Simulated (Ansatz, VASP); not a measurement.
**Two plane-wave programs on BaS**

Contents of POSCAR:

```
BaS
1.0
    5.6966946634      0.0000000000      0.0000000000
   -2.8483473317      4.9334822961      0.0000000000
    0.0000000000      0.0000000000      6.7567479128
Ba S
2 2
Direct
    0.3333333333      0.6666666667     -0.0625000000
    0.6666666667      0.3333333333      0.4375000000
    0.3333333333      0.6666666667      0.4375000000
    0.6666666667      0.3333333333      0.9375000000
```

INCAR.step1

```
SYSTEM = BaS
  PREC = Accurate
  ENCUT = 520
  ISMEAR = 0
  SIGMA = 0.01
  LREAL = .False.
  LASPH = .True.
  NELM = 60
  NBANDS = 24
  GGA = PE
  ALGO = Normal
  EDIFF = 1E-4
  LWAVE = .True.
  LCHARG = .False.
```

INCAR.step2

```
SYSTEM = BaS
  PREC = Accurate
  ENCUT = 520
  EDIFF = 1E-7
  ISMEAR = 0
  SIGMA = 0.01
  LREAL = .False.
  LASPH = .True.
  NELM = 60
  ALGO = Normal
  ISIF = 2
  LWAVE = .False.
  LCHARG = .False.
  METAGGA = R2SCAN
  LMIXTAU = .True.
  NBANDS = 24
  ISTART = 1
```

File KPOINTS:

```
Automatic mesh
0
Gamma
  6 6 4
  0 0 0
```

Input for Ansatz:

```yaml
crystal:
  lattice:
    - [5.6966946634, 0.0, 0.0]
    - [-2.8483473317, 4.9334822961, 0.0]
    - [0.0, 0.0, 6.7567479128]
  atoms:
    - { symbol: Ba, position: [0.3333333333, 0.6666666667, -0.0625] }
    - { symbol: Ba, position: [0.6666666667, 0.3333333333, 0.4375] }
    - { symbol: S, position: [0.3333333333, 0.6666666667, 0.4375] }
    - { symbol: S, position: [0.6666666667, 0.3333333333, 0.9375] }
kpoints:
  mp_grid: { grid: [6, 6, 4] }
  band_path:
    path:
      - [0.0, 0.0, 0.0]
      - [0.5, 0.0, 0.0]
      - [0.3333333333, 0.3333333333, 0.0]
      - [0.0, 0.0, 0.5]
      - [0.5, 0.0, 0.5]
      - [0.3333333333, 0.3333333333, 0.5]
    npoints: 1
hamiltonian:
  xc: r2scan
scf:
  occupations: { method: fixed }
  n_extra_bands: 5
output:
  forces: true
  stress: true
  eigenvalues: true
```

Change from the starting cell: hydrostatic strain +5.8%.

Alike in both runs: task single point; functional r2SCAN; k mesh 6 × 6 × 4; no spin polarisation.

|  | VASP | Ansatz |
| --- | --- | --- |
| version | VASP 6.6.1 | Ansatz 0.2.0 |
| potentials or method | VASP PAW PBE potentials, release 64 (Ba_sv, S) | plane waves, PAW |
| plane-wave cutoff (eV) | 520 | 500 |
| occupations | gaussian, width 0.01 eV | fixed |
| valence electrons in the cell | 32 | 32 |

VASP gave:

```
gap on the k mesh at the Fermi level (eV)                     : 2.78
pressure (GPa)                                                : -3.9
traceless stress, the component that is largest in VASP (GPa) : -0.44
```

What did Ansatz give for the same quantities?

gap on the k mesh at the Fermi level (eV): 2.82; pressure (GPa): -4.1; traceless stress, the component that is largest in VASP (GPa): -0.48.

VASP's potentials were made for PBE, not for r2SCAN.

Neither program's run includes spin-orbit coupling.
